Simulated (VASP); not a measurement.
# BP (I-42m) in VASP: a series of runs

Runs on BP. Level: PBE. Tasks: single point, relaxation of cell and atoms.

All numbers are computed with VASP 6.6.1; they aren't measurements. Logs are shortened: lines on timing, memory, paths and dates and some standing lists are left out, and cuts for length are marked.

**1. The cell of the first run**

Symmetry: I-42m, No. 121, tetragonal system. Conventional cell: a = 6.017 Å, b = 6.017 Å, c = 7.903 Å, α = 90.00°, β = 90.00°, γ = 90.00°. B (site symmetry m) has 4 P at 1.88 to 1.96 Å and 1 B at 2.29 Å within 2.5 Å. Within 2.5 Å of B (site symmetry -42m) lie 4 P at 1.89 Å. P (site symmetry m) has 4 B at 1.88 to 1.96 Å and 1 P at 2.29 Å within 2.5 Å. Within 2.5 Å of P (site symmetry -42m) lie 4 B at 1.89 Å.

**2. Single point, PBE**

Contents of INCAR:

```
SYSTEM = BP
  ALGO = Normal
  EDIFF = 1E-6
  ENCUT = 520
  GGA = PE
  ISIF = 2
  ISMEAR = 0
  LASPH = .True.
  LCHARG = .True.
  LELF = .True.
  LREAL = .False.
  LVHAR = .True.
  LWAVE = .False.
  NBANDS = 31
  NELM = 100
  PREC = Accurate
  SIGMA = 0.1
```

Contents of KPOINTS:

```
k-points
0
Gamma
  4 4 4
  0 0 0
```

Contents of POSCAR:

```
BP
1.0
   -3.0087422600      3.0087422600      3.9515475900
    3.0087422600     -3.0087422600      3.9515475900
    3.0087422600      3.0087422600     -3.9515475900
B P
5 5
Direct
    0.1748685200      0.4445008600      0.0000000000
    0.5554991400      0.5554991400      0.7303676600
    0.0000000000      0.0000000000      0.0000000000
    0.8251314800      0.8251314800      0.2696323400
    0.4445008600      0.1748685200      0.0000000000
    0.3251314800      0.3251314800      0.2696323400
    0.9445008600      0.6748685200      0.0000000000
    0.6748685200      0.9445008600      0.0000000000
    0.0554991400      0.0554991400      0.7303676600
    0.5000000000      0.5000000000      0.0000000000
```

Potentials or basis: VASP PAW PBE potentials, release 64 (B, P).

The run is started by

```
> cat potpaw_PBE.64/B/POTCAR potpaw_PBE.64/P/POTCAR > POTCAR
> mpirun -np 1 vasp_std > vasp.out
```

OUTCAR:

```text
SYSTEM = BP
   EDIFF = 1E-6
   ENCUT = 520
   GGA = PE
   ISIF = 2
   ISMEAR = 0
   LASPH = .True.
   LREAL = .False.
   NELM = 100
   PREC = Accurate

 ion  position               nearest neighbor table
   1  0.175  0.445  0.000-   6 1.88   9 1.88  10 1.89   7 1.96
   2  0.555  0.555  0.730-   7 1.88   8 1.88  10 1.89   6 1.96
   3  0.000  0.000  0.000-   9 1.89   7 1.89   8 1.89   6 1.89
   4  0.825  0.825  0.270-   7 1.88   8 1.88  10 1.89   9 1.96
   5  0.445  0.175  0.000-   6 1.88   9 1.88  10 1.89   8 1.96
   6  0.325  0.325  0.270-   1 1.88   5 1.88   3 1.89   2 1.96   9 2.29  10 2.70
   7  0.945  0.675  0.000-   2 1.88   4 1.88   3 1.89   1 1.96   8 2.29  10 2.70
   8  0.675  0.945  0.000-   2 1.88   4 1.88   3 1.89   5 1.96   7 2.29  10 2.70
   9  0.055  0.055  0.730-   1 1.88   5 1.88   3 1.89   4 1.96   6 2.29  10 2.70
  10  0.500  0.500  0.000-   2 1.89   1 1.89   4 1.89   5 1.89   6 2.70   7 2.70   8 2.70   9 2.70

  LATTYP: Found a body centered tetragonal cell.
 ALAT       =     6.0174845200
 C/A-ratio  =     1.3133552988

  Lattice vectors:

 A1 = (  -3.0087422600,   3.0087422600,   3.9515475900)
 A2 = (   3.0087422600,  -3.0087422600,   3.9515475900)
 A3 = (   3.0087422600,   3.0087422600,  -3.9515475900)

Analysis of symmetry for initial positions (statically):
=====================================================================
 Subroutine PRICEL returns:
 Original cell was already a primitive cell.

 Routine SETGRP: Setting up the symmetry group for a
 body centered tetragonal supercell.

 Subroutine GETGRP returns: Found  8 space group operations
 (whereof  8 operations were pure point group operations)
 out of a pool of 16 trial point group operations.

The static configuration has the point symmetry D_2d.

Analysis of symmetry for dynamics (positions and initial velocities):
=====================================================================
 Subroutine PRICEL returns:
 Original cell was already a primitive cell.

 Routine SETGRP: Setting up the symmetry group for a
 body centered tetragonal supercell.

 Subroutine GETGRP returns: Found  8 space group operations
 (whereof  8 operations were pure point group operations)
 out of a pool of 16 trial point group operations.

The dynamic configuration has the point symmetry D_2d.

 Subroutine INISYM returns: Found  8 space group operations
 (whereof  8 operations are pure point group operations),
 and found     1 'primitive' translations

----------------------------------------------------------------------------------------

                                     Primitive cell

  volume of cell :     143.0860

  direct lattice vectors                    reciprocal lattice vectors
    -3.008742260  3.008742260  3.951547590     0.000000000  0.166182397  0.126532704
     3.008742260 -3.008742260  3.951547590     0.166182397  0.000000000  0.126532704
     3.008742260  3.008742260 -3.951547590     0.166182397  0.166182397  0.000000000

  length of vectors
     5.806874231  5.806874231  5.806874231     0.208871047  0.208871047  0.235017399

  position of ions in fractional coordinates (direct lattice)
     0.174868520  0.444500860  0.000000000
     0.555499140  0.555499140  0.730367660
     0.000000000  0.000000000  0.000000000
     0.825131480  0.825131480  0.269632340
     0.444500860  0.174868520  0.000000000
     0.325131480  0.325131480  0.269632340
     0.944500860  0.674868520  0.000000000
     0.674868520  0.944500860  0.000000000
     0.055499140  0.055499140  0.730367660
     0.500000000  0.500000000  0.000000000

  ion indices of the primitive-cell ions
   primitive index   ion index
                 1           1
                 2           2
                 3           3
                 4           4
                 5           5
                 6           6
                 7           7
                 8           8
                 9           9
                10          10

----------------------------------------------------------------------------------------

 KPOINTS: k-points

Automatic generation of k-mesh.
 Grid dimensions read from file:
 generate k-points for:    4    4    4

 Generating k-lattice:

  Cartesian coordinates                     Fractional coordinates (reciprocal lattice)
     0.000000000  0.041545599  0.031633176     0.250000000  0.000000000  0.000000000
     0.041545599  0.000000000  0.031633176     0.000000000  0.250000000  0.000000000
     0.041545599  0.041545599  0.000000000     0.000000000  0.000000000  0.250000000

  Length of vectors
     0.052217762  0.052217762  0.058754350

  Shift w.r.t. Gamma in fractional coordinates (k-lattice)
     0.000000000  0.000000000  0.000000000

 Subroutine IBZKPT returns following result:
 ===========================================

 Found     13 irreducible k-points:

 Following reciprocal coordinates:
            Coordinates               Weight
  0.000000  0.000000  0.000000      1.000000
  0.250000  0.000000  0.000000      8.000000
  0.500000  0.000000  0.000000      4.000000
  0.250000  0.250000  0.000000      8.000000
  0.500000  0.250000  0.000000     16.000000
 -0.250000  0.250000  0.000000      4.000000
  0.500000  0.500000  0.000000      2.000000
  0.250000  0.250000  0.250000      2.000000
 -0.250000  0.250000  0.250000      4.000000
  0.500000  0.500000  0.250000      4.000000
 -0.250000  0.500000  0.250000      8.000000
 -0.250000 -0.250000  0.250000      2.000000
  0.500000  0.500000  0.500000      1.000000
   k-points           NKPTS =     13   k-points in BZ     NKDIM =     13   number of bands    NBANDS=     31
   number of dos      NEDOS =    301   number of ions     NIONS =     10
   total plane-waves  NPLWV = 110592
   dimension x,y,z NGX =    48 NGY =   48 NGZ =   48
   dimension x,y,z NGXF=    96 NGYF=   96 NGZF=   96
   ions per type =               5   5
   NGX,Y,Z   is equivalent  to a cutoff of  13.74, 13.74, 13.74 a.u.
   NGXF,Y,Z  is equivalent  to a cutoff of  27.48, 27.48, 27.48 a.u.
 SYSTEM =  BP
   PREC   = accura    normal or accurate (medium, high low for compatibility)
   ISTART =      0    job   : 0-new  1-cont  2-samecut
   ICHARG =      2    charge: 1-file 2-atom 10-const
   ISPIN  =      1    spin polarized calculation?
   LNONCOLLINEAR =      F non collinear calculations
   LSORBIT =      F    spin-orbit coupling
   LASPH  =      T    aspherical Exc in radial PAW
   ENCUT  =  520.0 eV  38.22 Ry    6.18 a.u.  10.80 10.80 10.80*2*pi/ulx,y,z
   NELM   =    100;   NELMIN=  2; NELMDL= -5     # of ELM steps
   EDIFF  = 0.1E-05   stopping-criterion for ELM
   LREAL  =      F    real-space projection
   EDIFFG = 0.1E-04   stopping-criterion for IOM
   NSW    =      0    number of steps for IOM
   IBRION =     -1    ionic relax: 0-MD 1-quasi-New 2-CG
   NFREE  =      0    steps in history (QN), initial steepest desc. (CG)
   ISIF   =      2    stress and relaxation
   ISYM   =      2    0-nonsym 1-usesym 2-fastsym
   POTIM  = 0.5000    time-step for ionic-motion
   TEBEG  =    0.0;   TEEND  =   0.0 temperature during run
   PSTRESS=    0.0 pullay stress
   NELECT =      40.0000    total number of electrons
   NUPDOWN=      -1.0000    fix difference up-down
   EMIN   =  10.00;   EMAX   =-10.00  energy-range for DOS
   EFERMI =   0.00;   METHOD = LEGACY
   ISMEAR =     0;   SIGMA  =   0.10  broadening in eV -4-tet -1-fermi 0-gaus
   EFERMI_NEDOS =   21; number of points for ismear=-14 and -15
   IALGO  =     38    algorithm
   IMIX   =      4    mixing-type and parameters
     AMIX     =   0.40;   BMIX     =  1.00
     AMIX_MAG =   1.60;   BMIX_MAG =  1.00
  volume/ion in A,a.u.               =      14.31        96.56
  Fermi-wavevector in a.u.,A,eV,Ry     =   1.070440  2.022839 15.590132  1.145842
  Thomas-Fermi vector in A             =   2.206150
   LORBIT       =      0    0 simple, 1 ext, 2 COOP (PROOUT), +10 PAW based schemes
   GGA     = PE    functional components
   LHFCALC =     F    Hartree Fock is set to
   AEXX    =    0.0000 exact exchange contribution
   IVDW    =     0    specifies the selected vdW correction
   LEPSILON=     F    determine dielectric tensor
   LRPA    =     F    only Hartree local field effects (RPA)
 non-spin polarized calculation
 Gauss-broadening in eV      SIGMA  =   0.10
  energy-cutoff  :      520.00
  volume of cell :      143.09
 maximum number of plane-waves:      3872
 NGX is ok and might be reduce to    48
   NGX = 21   NGY = 21   NGZ = 21

 number of electron      40.0000000 magnetization

 Free energy of the ion-electron system (eV)
  ---------------------------------------------------
  ext. energy  EPLUGINS =         0.00000000
  ---------------------------------------------------
  free energy    TOTEN  =       -58.99473256 eV

  energy without entropy =      -58.99473256  energy(sigma->0) =      -58.99473256

 E-fermi :   5.1170     XC(G=0):  -9.3775

 val. band max:        4.6714843746   @ k =   0.0000   0.0000   0.0000
 cond. band min:       6.2746205411   @ k =   0.0000   0.0000   0.0000
 fundamental gap:      1.6031361665
 Fermi energy:         5.1170066896

 k-point     1 :       0.0000    0.0000    0.0000
  band No.  band energies     occupation
      1     -11.3645      2.00000
      2      -9.8101      2.00000
      3      -6.7976      2.00000
      4      -5.3686      2.00000
      5      -5.3686      2.00000
      6      -3.5048      2.00000
[... 23 lines left out ...]
     30      10.8038      0.00000
     31      11.4893      0.00000

 k-point     2 :       0.2500    0.0000    0.0000
  band No.  band energies     occupation
      1     -11.1811      2.00000
      2     -10.0968      2.00000
      3      -6.6094      2.00000
      4      -5.3774      2.00000
      5      -5.3468      2.00000
      6      -4.2121      2.00000
[... 366 lines left out ...]
 k-point    13 :       0.5000    0.5000    0.5000
  band No.  band energies     occupation
      1     -10.6595      2.00000
      2     -10.5056      2.00000
      3      -7.4175      2.00000
      4      -5.8525      2.00000
      5      -5.8525      2.00000
      6      -2.6565      2.00000
[... 23 lines left out ...]
     30      10.7506      0.00000
     31      11.0318      0.00000

------------------------ aborting loop because EDIFF is reached ----------------------------------------

  FORCE on cell =-STRESS in cart. coord.  units (eV):
  Direction    XX          YY          ZZ          XY          YZ          ZX
  --------------------------------------------------------------------------------------
  -------------------------------------------------------------------------------------
  Total       12.6913540     12.6913540     18.8505284      0.0000000      0.0000000      0.0000000
  in kB      142.1089272    142.1089272    211.0750642      0.0000000      0.0000000      0.0000000
  external PRESSURE =     165.0976396 kB  Pullay stress =       0.0000000 kB

 VOLUME and BASIS-vectors are now :
 -----------------------------------------------------------------------------
  energy-cutoff  :      520.00
  volume of cell :      143.09
      direct lattice vectors                 reciprocal lattice vectors
    -3.008742260  3.008742260  3.951547590     0.000000000  0.166182397  0.126532704
     3.008742260 -3.008742260  3.951547590     0.166182397  0.000000000  0.126532704
     3.008742260  3.008742260 -3.951547590     0.166182397  0.166182397  0.000000000

 POSITION                                       TOTAL-FORCE (eV/Angst)
 -----------------------------------------------------------------------------------
      0.81125     -0.81125      2.44747         1.846388     -1.846388      0.789254
      2.19749      2.19749      1.50408        -1.846388     -1.846388     -0.789254
      0.00000      0.00000      0.00000         0.000000      0.000000      0.000000
      0.81125      0.81125      5.45563         1.846388      1.846388     -0.789254
     -0.81125      0.81125      2.44747        -1.846388      1.846388      0.789254
      0.81125      0.81125      1.50408         2.448657      2.448657     -0.974510
     -0.81125      0.81125      6.39902        -2.448657      2.448657      0.974510
      0.81125     -0.81125      6.39902         2.448657     -2.448657      0.974510
      2.19749      2.19749     -2.44747        -2.448657     -2.448657     -0.974510
      0.00000      0.00000      3.95155        -0.000000      0.000000      0.000000
 -----------------------------------------------------------------------------------
    total drift:                                0.000000      0.000000      0.000000

  FREE ENERGIE OF THE ION-ELECTRON SYSTEM (eV)
  ---------------------------------------------------
  free  energy   TOTEN  =       -58.9947325646 eV

  energy  without entropy=      -58.9947325646  energy(sigma->0) =      -58.99473256
```

It took 56 s on 1 thread of AMD EPYC 9R45 (Zen 5), shared host; peak memory 0.28 GiB.

Results:

```
Free energy            : -58.9947 eV
Pressure               : 16.5 GPa
Largest force          : 3.597 eV/Å
Band gap on the k mesh : 1.60 eV, direct
```

Forces in eV/Å, atoms in the order of the input:
```
B    1.846 -1.846  0.789
B   -1.846 -1.846 -0.789
B    0.000  0.000  0.000
B    1.846  1.846 -0.789
B   -1.846  1.846  0.789
P    2.449  2.449 -0.975
P   -2.449  2.449  0.975
P    2.449 -2.449  0.975
P   -2.449 -2.449 -0.975
P    0.000  0.000  0.000
```

Caveat: forces of over 1 eV/Å act on the atoms, so gaps and moduli don't describe the material at rest. As with any semilocal functional, this PBE gap is likely too small.

**3. Single point, PBE**

This run uses another cell than the first one, of 15.72 Å³/atom, 1.099 times its volume.

Contents of INCAR:

```
SYSTEM = BP
  PREC = Accurate
  ENCUT = 520
  EDIFF = 1E-6
  ISMEAR = 0
  SIGMA = 0.1
  LREAL = .False.
  LASPH = .True.
  NELM = 80
  ALGO = Normal
  ISIF = 2
  LWAVE = .False.
  LCHARG = .True.
  GGA = PE
  LELF = .True.
  LVHAR = .True.
  NBANDS = 31
```

Contents of KPOINTS:

```
regular mesh
0
Gamma
  4 4 4
  0 0 0
```

Contents of POSCAR:

```
BP
1.0
   -3.0860908729      3.0860908729      4.1275117374
    3.0860908729     -3.0860908729      4.1275117374
    3.0860908729      3.0860908729     -4.1275117374
B P
5 5
Direct
    0.1739644641      0.4479399844      0.0000000000
    0.5520600156      0.5520600156      0.7260244797
    0.0000000000      0.0000000000      0.0000000000
    0.8260355359      0.8260355359      0.2739755203
    0.4479399844      0.1739644641      0.0000000000
    0.3281461110      0.3281461110      0.2828722368
    0.9547261258      0.6718538890      0.0000000000
    0.6718538890      0.9547261258      0.0000000000
    0.0452738742      0.0452738742      0.7171277632
    0.5000000000      0.5000000000      0.0000000000
```

Potentials or basis: VASP PAW PBE potentials, release 64 (B, P).

The run is started by

```
> cat potpaw_PBE.64/B/POTCAR potpaw_PBE.64/P/POTCAR > POTCAR
> mpirun -np 1 vasp_std > vasp.out
```

OUTCAR:

```text
SYSTEM = BP
   PREC = Accurate
   ENCUT = 520
   EDIFF = 1E-6
   ISMEAR = 0
   LREAL = .False.
   LASPH = .True.
   NELM = 80
   ISIF = 2
   GGA = PE

 ion  position               nearest neighbor table
   1  0.174  0.448  0.000-   7 1.93  10 1.97   9 2.00   6 2.00
   2  0.552  0.552  0.726-   6 1.93  10 1.97   8 2.00   7 2.00
   3  0.000  0.000  0.000-   9 1.97   7 1.97   8 1.97   6 1.97
   4  0.826  0.826  0.274-   9 1.93  10 1.97   7 2.00   8 2.00
   5  0.448  0.174  0.000-   8 1.93  10 1.97   9 2.00   6 2.00
   6  0.328  0.328  0.283-   2 1.93   3 1.97   1 2.00   5 2.00   9 2.47  10 2.87
   7  0.955  0.672  0.000-   1 1.93   3 1.97   2 2.00   4 2.00   8 2.47  10 2.87
   8  0.672  0.955  0.000-   5 1.93   3 1.97   4 2.00   2 2.00   7 2.47  10 2.87
[... 650 lines left out ...]

 VOLUME and BASIS-vectors are now :
 -----------------------------------------------------------------------------
  energy-cutoff  :      520.00
  volume of cell :      157.24
      direct lattice vectors                 reciprocal lattice vectors
    -3.086090873  3.086090873  4.127511737     0.000000000  0.162017264  0.121138359
     3.086090873 -3.086090873  4.127511737     0.162017264  0.000000000  0.121138359
     3.086090873  3.086090873 -4.127511737     0.162017264  0.162017264  0.000000000

 POSITION                                       TOTAL-FORCE (eV/Angst)
 -----------------------------------------------------------------------------------
      0.84551     -0.84551      2.56692         0.015200     -0.015200      0.008885
      2.24058      2.24058      1.56059        -0.015200     -0.015200     -0.008885
      0.00000      0.00000      0.00000         0.000000     -0.000000     -0.000000
      0.84551      0.84551      5.68811         0.015200      0.015200     -0.008885
     -0.84551      0.84551      2.56692        -0.015200      0.015200      0.008885
      0.87297      0.87297      1.54130         0.010868      0.010868     -0.008842
     -0.87297      0.87297      6.71373        -0.010868      0.010868      0.008842
      0.87297     -0.87297      6.71373         0.010868     -0.010868      0.008842
      2.21312      2.21312     -2.58622        -0.010868     -0.010868     -0.008842
      0.00000      0.00000      4.12751         0.000000     -0.000000     -0.000000
 -----------------------------------------------------------------------------------
    total drift:                                0.000000      0.000000      0.000000

  FREE ENERGIE OF THE ION-ELECTRON SYSTEM (eV)
  ---------------------------------------------------
  free  energy   TOTEN  =       -60.2231802834 eV

  energy  without entropy=      -60.2231802833  energy(sigma->0) =      -60.22318028
```

Wall time 61 s (1 thread of AMD EPYC 9R45 (Zen 5), shared host); peak memory 0.28 GiB.

What came out:

```
Free energy            : -60.2232 eV
Pressure               : 0.0 GPa
Largest force          : 0.023 eV/Å
Band gap on the k mesh : 1.31 eV, indirect (least direct gap 1.42 eV)
```

Forces in eV/Å, atoms in the order of the input:
```
B    0.015 -0.015  0.009
B   -0.015 -0.015 -0.009
B    0.000  0.000  0.000
B    0.015  0.015 -0.009
B   -0.015  0.015  0.009
P    0.011  0.011 -0.009
P   -0.011  0.011  0.009
P    0.011 -0.011  0.009
P   -0.011 -0.011 -0.009
P    0.000  0.000  0.000
```

Stress tensor (GPa, compression positive):
```
 0.11  0.00  0.00
 0.00  0.11  0.00
 0.00  0.00 -0.20
```

[end of part 1 of 3]
